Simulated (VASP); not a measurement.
Wanted: the native input for a VASP 6.6.1 run.

| Property | Result |
| --- | --- |
| Task | relaxation of cell and atoms |
| Functional | PBE |
| Potentials or basis | VASP PAW PBE potentials, release 64 (Co, Al) |
| Cutoff | 600 eV |
| k mesh | 12 × 12 × 12 |
| Occupations | fermi-dirac, width 0.1 eV |
| Spin | no spin polarisation |
| Target pressure | 10 GPa |
| Dipole correction | no |
| Further INCAR settings | ALGO = Normal; EDIFF = 1e-07; IBRION = 2; EDIFFG = -0.005; NSW = 32; ISIF = 3 |

The structure of AlCo (zincblende type) lies in POSCAR:

```
AlCo
1.0
    0.0000000000      2.5626045544      2.5626045544
    2.5626045544      0.0000000000      2.5626045544
    2.5626045544      2.5626045544      0.0000000000
Co Al
1 1
Direct
    0.0000000000      0.0000000000      0.0000000000
    0.2500000000      0.2500000000      0.2500000000
```

One way to write it, as run:

INCAR

```
  PREC = Accurate
  ENCUT = 600
  EDIFF = 1E-7
  ISMEAR = -1
  SIGMA = 0.1
  LREAL = False
  LASPH = True
  NELM = 100
  ALGO = Normal
  ISIF = 3
  LWAVE = False
  LCHARG = False
  GGA = PE
  IBRION = 2
  NSW = 32
  EDIFFG = -0.005
  PSTRESS = 100.0
```

KPOINTS

```
regular mesh
0
Gamma
  12 12 12
```

Potentials or basis: VASP PAW PBE potentials, release 64 (Co, Al).

Run with:

```console
$ cat potpaw_PBE.64/Co/POTCAR potpaw_PBE.64/Al/POTCAR > POTCAR
$ mpirun -np 1 vasp_std > vasp.out
```

It gave:

```json
{
  "Pressure after relaxing": "10.0 GPa",
  "Band gap on the k mesh": "zero (band 6 reaches 5.53 eV, above the bottom of band 7 at 5.44 eV)"
}
```

Caveat: the relaxation stopped at its first step, so nothing moved; the cell is relaxed towards a set pressure, so the enthalpy falls and the energy may rise.

Wall time 20 s on 1 thread of AMD EPYC 9R45 96-Core Processor (Zen 5) (shared host), peak memory 0.16 GiB.
